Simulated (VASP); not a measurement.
# BAs (F-43m) in VASP: vibrations by perturbation theory with PBE

Aim: the vibrations by perturbation theory of BAs with PBE.

Program: VASP 6.6.1. These are calculated values, not measurements. Logs are shortened: lines on timing, memory, paths and dates and some standing lists are left out, and cuts for length are marked.

**1. The cell of the first run**

The structure is cubic, space group F-43m (No. 216). The conventional cell has a = 4.653 Å, b = 4.653 Å, c = 4.653 Å, α = 90.00°, β = 90.00°, γ = 90.00°. Within 2.7 Å of B (site symmetry -43m) lie 4 As at 2.01 Å. As (site symmetry -43m) has 4 B at 2.01 Å within 2.7 Å.

**2. Vibrations by perturbation theory, PBE**

Contents of INCAR:

```
  PREC = Accurate
  ENCUT = 520
  EDIFF = 1E-8
  ISMEAR = 0
  SIGMA = 0.01
  LREAL = False
  LASPH = True
  NELM = 80
  ALGO = Normal
  ISIF = 2
  LWAVE = False
  LCHARG = False
  GGA = PE
  IBRION = 8
  NSW = 1
  LEPSILON = True
```

Contents of KPOINTS:

```
Automatic mesh
0
Gamma
  10 10 10
```

Contents of POSCAR:

```
BAs
1.0
    0.0000000000      2.3263225333      2.3263225333
    2.3263225333      0.0000000000      2.3263225333
    2.3263225333      2.3263225333      0.0000000000
B As
1 1
Direct
    0.0000000000      0.0000000000      0.0000000000
    0.7500000000      0.7500000000      0.7500000000
```

Potentials or basis: VASP PAW PBE potentials, release 64 (B, As).

On the command line:

```console
cat potpaw_PBE.64/B/POTCAR potpaw_PBE.64/As/POTCAR > POTCAR
mpirun -np 1 vasp_std > vasp.out
```

OUTCAR:

```text
PREC = Accurate
   ENCUT = 520
   EDIFF = 1E-8
   ISMEAR = 0
   LREAL = False
   LASPH = True
   NELM = 80
   ISIF = 2
   GGA = PE
   IBRION = 8
   NSW = 1
   LEPSILON = True

 ion  position               nearest neighbor table
   1  0.000  0.000  0.000-   2 2.01   2 2.01   2 2.01   2 2.01
   2  0.750  0.750  0.750-   1 2.01   1 2.01   1 2.01   1 2.01

  LATTYP: Found a face centered cubic cell.
 ALAT       =     4.6526450666

  Lattice vectors:

 A1 = (   0.0000000000,   2.3263225333,   2.3263225333)
 A2 = (   2.3263225333,   0.0000000000,   2.3263225333)
 A3 = (   2.3263225333,   2.3263225333,   0.0000000000)

Analysis of symmetry for initial positions (statically):
=====================================================================
 Subroutine PRICEL returns:
 Original cell was already a primitive cell.

 Routine SETGRP: Setting up the symmetry group for a
 face centered cubic supercell.

 Subroutine GETGRP returns: Found 24 space group operations
 (whereof 24 operations were pure point group operations)
 out of a pool of 48 trial point group operations.

The static configuration has the point symmetry T_d .

Analysis of symmetry for dynamics (positions and initial velocities):
=====================================================================
 Subroutine PRICEL returns:
 Original cell was already a primitive cell.

 Routine SETGRP: Setting up the symmetry group for a
 face centered cubic supercell.

 Subroutine GETGRP returns: Found 24 space group operations
 (whereof 24 operations were pure point group operations)
 out of a pool of 48 trial point group operations.

The dynamic configuration has the point symmetry T_d .

 Subroutine INISYM returns: Found 24 space group operations
 (whereof 24 operations are pure point group operations),
 and found     1 'primitive' translations

----------------------------------------------------------------------------------------

                                     Primitive cell

  volume of cell :      25.1791

  direct lattice vectors                    reciprocal lattice vectors
     0.000000000  2.326322533  2.326322533    -0.214931504  0.214931504  0.214931504
     2.326322533  0.000000000  2.326322533     0.214931504 -0.214931504  0.214931504
     2.326322533  2.326322533  0.000000000     0.214931504  0.214931504 -0.214931504

  length of vectors
     3.289916877  3.289916877  3.289916877     0.372272284  0.372272284  0.372272284

  position of ions in fractional coordinates (direct lattice)
     0.000000000  0.000000000  0.000000000
     0.750000000  0.750000000  0.750000000

  ion indices of the primitive-cell ions
   primitive index   ion index
                 1           1
                 2           2

----------------------------------------------------------------------------------------

 KPOINTS: Automatic mesh

Automatic generation of k-mesh.
 Grid dimensions read from file:
 generate k-points for:   10   10   10

 Generating k-lattice:

  Cartesian coordinates                     Fractional coordinates (reciprocal lattice)
    -0.021493150  0.021493150  0.021493150     0.100000000  0.000000000  0.000000000
     0.021493150 -0.021493150  0.021493150     0.000000000  0.100000000  0.000000000
[... 413 lines left out ...]
  free energy    TOTEN  =        -0.64165879 eV

  energy without entropy =       -0.64165879

------------------------ aborting loop because EDIFF is reached ----------------------------------------

--------------------------------------- Ionic step        2  -------------------------------------------

------------------------ aborting loop because EDIFF is reached ----------------------------------------

--------------------------------------- Ionic step        3  -------------------------------------------

------------------------ aborting loop because EDIFF is reached ----------------------------------------

 PIEZOELECTRIC TENSOR FIELD DIRECTION 3  (e Angst)
 -----------------------------------------------------------------------------
    -0.00047 -0.31722  0.00000           ( -0.00000 -0.09852  0.00000)
    -0.31722 -0.00047  0.00000           ( -0.09852 -0.00000  0.00000)
     0.00000  0.00000  0.00007           (  0.00000  0.00000 -0.00000)

 PIEZOELECTRIC TENSOR FIELD DIRECTION 3  (C/m^2)
 -----------------------------------------------------------------------------
    -0.00030 -0.20185  0.00000
    -0.20185 -0.00030  0.00000
     0.00000  0.00000  0.00004

--------------------------------------- Ionic step        4  -------------------------------------------

------------------------ aborting loop because EDIFF is reached ----------------------------------------

[... ionic steps 5 to 6 ...]

--------------------------------------- Ionic step        7  -------------------------------------------

 Free energy of the ion-electron system (eV)
  ---------------------------------------------------
  ---------------------------------------------------
  free energy    TOTEN  =        -0.03616758 eV

  energy without entropy =       -0.03616758

------------------------ aborting loop because EDIFF is reached ----------------------------------------

 INTERNAL STRAIN TENSOR  FOR ION    2  DIRECTION 1   (eV/Angst):
 -----------------------------------------------------------------------------
    -0.00909  0.00000  0.00000
     0.00000  0.00684 10.83406
     0.00000 10.83406  0.00684

 MACROSCOPIC STATIC DIELECTRIC TENSOR (including local field effects in DFT)
 ------------------------------------------------------
           9.586599    -0.000000    -0.000000
           0.000000     9.586599    -0.000000
           0.000000    -0.000000     9.586599
 ------------------------------------------------------

 PIEZOELECTRIC TENSOR (including local field effects)  for field in x, y, z        (e  Angst)
          XX          YY          ZZ          XY          YZ          ZX
  --------------------------------------------------------------------------------
  x     0.00000     0.00000    -0.00000     0.00000    -0.31205     0.00000
  y     0.00000    -0.00000    -0.00000     0.00000     0.00000    -0.31205
  z     0.00000    -0.00000     0.00000    -0.31205     0.00000     0.00000

 PIEZOELECTRIC TENSOR (including local field effects)  for field in x, y, z        (C/m^2)
          XX          YY          ZZ          XY          YZ          ZX
  --------------------------------------------------------------------------------
  x     0.00000     0.00000    -0.00000     0.00000    -0.19856     0.00000
  y     0.00000    -0.00000    -0.00000     0.00000     0.00000    -0.19856
  z     0.00000    -0.00000     0.00000    -0.19856     0.00000     0.00000

 BORN EFFECTIVE CHARGES (including local field effects) (in |e|, cummulative output)
 ---------------------------------------------------------------------------------
 ion    1
    1    -0.76473     0.00000    -0.00000
    2     0.00000    -0.76473     0.00000
    3     0.00000    -0.00000    -0.76473
 ion    2
    1     0.76473    -0.00000     0.00000
    2     0.00000     0.76473     0.00000
    3    -0.00000     0.00000     0.76473

 INTERNAL STRAIN TENSOR FOR ION    2 for displacements in x,y,z  (eV/Angst):
          X           Y           Z          XY          YZ          ZX
  --------------------------------------------------------------------------------
  x     0.00000     0.00000     0.00000     0.00000    10.83406     0.00000
  y     0.00000     0.00000     0.00000     0.00000     0.00000    10.83406
  z     0.00000     0.00000     0.00000    10.83406     0.00000     0.00000

 SECOND DERIVATIVES (NOT SYMMETRIZED)
 ------------------------------------
               1X          1Y          1Z          2X          2Y          2Z
  1X   -19.706775    0.000000    0.000000   19.706775    0.000000    0.000000
  1Y     0.000000  -19.706775    0.000000    0.000000   19.706775    0.000000
  1Z     0.000000    0.000000  -19.706775    0.000000    0.000000   19.706775
  2X    19.704188    0.000000    0.000000  -19.704188    0.000000    0.000000
  2Y     0.000000   19.704188    0.000000    0.000000  -19.704188    0.000000
  2Z     0.000000    0.000000   19.704188    0.000000    0.000000  -19.704188

 Eigenvectors and eigenvalues of the dynamical matrix
 ----------------------------------------------------

   1 f  =   22.578304 THz   141.863665 2PiTHz  753.131138 cm-1    93.376318 meV
             X         Y         Z           dx          dy          dz
      0.000000  0.000000  0.000000    -0.000000   -0.934833    0.000000
      3.489484  3.489484  3.489484    -0.000000    0.355086    0.000000
[... 21 lines left out ...]
   6 f/i=    0.000492 THz     0.003091 2PiTHz    0.016411 cm-1     0.002035 meV
             X         Y         Z           dx          dy          dz
      0.000000  0.000000  0.000000    -0.041832    0.074821   -0.344584
      3.489484  3.489484  3.489484    -0.110131    0.196981   -0.907184

--------------------------------------------------------------------------------------------------------

 MACROSCOPIC STATIC DIELECTRIC TENSOR IONIC CONTRIBUTION
 ------------------------------------------------------
           0.213283    -0.000000    -0.000000
          -0.000000     0.213283    -0.000000
          -0.000000    -0.000000     0.213283
 ------------------------------------------------------

 ELASTIC MODULI CONTR FROM IONIC RELAXATION (kBar)
 Direction    XX          YY          ZZ          XY          YZ          ZX
 --------------------------------------------------------------------------------
 XX          -0.0000     -0.0000     -0.0000     -0.0000      0.0000     -0.0000
 YY          -0.0000     -0.0000     -0.0000     -0.0000     -0.0000      0.0000
 ZZ          -0.0000     -0.0000     -0.0000      0.0000     -0.0000     -0.0000
 XY          -0.0000     -0.0000      0.0000   -393.1617     -0.0000      0.0000
 YZ           0.0000     -0.0000     -0.0000     -0.0000   -393.1617      0.0000
 ZX          -0.0000      0.0000     -0.0000      0.0000      0.0000   -393.1617
 --------------------------------------------------------------------------------

 PIEZOELECTRIC TENSOR IONIC CONTR  for field in x, y, z        (C/m^2)
          XX          YY          ZZ          XY          YZ          ZX
  --------------------------------------------------------------------------------
  x    -0.00000     0.00000     0.00000     0.00000     0.27248    -0.00000
  y     0.00000    -0.00000     0.00000    -0.00000    -0.00000     0.27248
  z     0.00000     0.00000    -0.00000     0.27248    -0.00000    -0.00000
```

Run time: 2.8 min. Hardware: 1 thread of Intel Xeon 8259CL, shared host; peak memory 0.23 GiB.

Results:

```
Electronic dielectric tensor (diagonal)                 : 9.59
Born charges (mean of the diagonal)                     : B -0.76; As +0.76 e
Highest phonon frequency at Γ, LO-TO splitting left out : 753 cm⁻¹
```

Phonon frequencies in cm⁻¹ (negative: imaginary):
```csv
q point,frequencies
"(0.000, 0.000, 0.000)",0 0 0 753 753 753
```

Electronic dielectric tensor:
```
9.59 0.00 0.00
0.00 9.59 0.00
0.00 0.00 9.59
```

Born effective charge tensors (e):
atom 1, B
```
-0.76  0.00  0.00
 0.00 -0.76  0.00
 0.00  0.00 -0.76
```
atom 2, As
```
0.76 0.00 0.00
0.00 0.76 0.00
0.00 0.00 0.76
```

Caveat: the cell stands under pressure or tension, which shifts response properties.
